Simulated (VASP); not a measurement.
Input of a VASP 6.6.1 run:

The input POSCAR:

```
SiC
1.0
    0.0000000000      2.1780523469      2.1780523469
    2.1780523469      0.0000000000      2.1780523469
    2.1780523469      2.1780523469      0.0000000000
Si C
1 1
Direct
    0.0000000000      0.0000000000      0.0000000000
    0.2500000000      0.2500000000      0.2500000000
```

Contents of INCAR.step1:

```
PREC = Accurate
ENCUT = 520
ISMEAR = 0
SIGMA = 0.01
LREAL = F
LASPH = T
NELM = 100
NBANDS = 11
GGA = PE
ALGO = Normal
EDIFF = 1E-4
LWAVE = T
LCHARG = F
```

The input INCAR.step2:

```
PREC = Accurate
ENCUT = 520
EDIFF = 1E-6
ISMEAR = 0
SIGMA = 0.01
LREAL = F
LASPH = T
NELM = 100
ALGO = Normal
ISIF = 2
LWAVE = F
LCHARG = F
METAGGA = R2SCAN
LMIXTAU = T
NBANDS = 11
ISTART = 1
```

KPOINTS

```
regular mesh
0
Gamma
  10 10 10
```

Potentials or basis: VASP PAW PBE potentials, release 64 (Si, C).

The run is started by

```sh
$ cat potpaw_PBE.64/Si/POTCAR potpaw_PBE.64/C/POTCAR > POTCAR
$ cp INCAR.step1 INCAR
$ mpirun -np 1 vasp_std > vasp.out
$ cp INCAR.step2 INCAR
$ mpirun -np 1 vasp_std > vasp.out
```

Estimate the band gap on the k mesh.

1.72 eV, indirect (least direct gap 5.06 eV).

What does it give for the pressure?

-0.1 GPa.

Caveat: the PAW data sets were made with another functional, which shifts forces and pressure a little. A k mesh can miss the band edges.
